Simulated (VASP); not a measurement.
Gd, 2 atoms in the cell. Symmetry: P6_3/mmc, No. 194, hexagonal system. The conventional cell has a = 3.636 Å, b = 3.636 Å, c = 5.783 Å, α = 90.00°, β = 90.00°, γ = 120.00°. Gd (site symmetry -6m2) has 12 Gd at 3.57 to 3.64 Å within 4.7 Å. 

* Program: VASP 6.6.1
* Task: single point
* Functional: PBE
* Potentials or basis: VASP PAW PBE potentials, release 64 (Gd)
* Cutoff: 520 eV
* k mesh: 8 × 8 × 5
* Occupations: gaussian, width 0.026 eV
* Spin: collinear spin, ferromagnetic start
* Starting moments: [7.0, 7.0] μB
* Dipole correction: no
* Further INCAR settings: ALGO = Normal; EDIFF = 1e-06; NBANDS = 29

Potentials or basis: VASP PAW PBE potentials, release 64 (Gd).

Command:

```sh
$ cat potpaw_PBE.64/Gd/POTCAR > POTCAR
$ mpirun -np 1 vasp_std > vasp.out
```

Hardware: 1 thread of Intel Xeon 8259CL (shared host).

Question: How long does it take, and how much memory?

Answer: Run time: 13 min on 1 thread of Intel Xeon 8259CL (shared host), peak memory 0.28 GiB. Counts: scf iterations 35, k points 30.
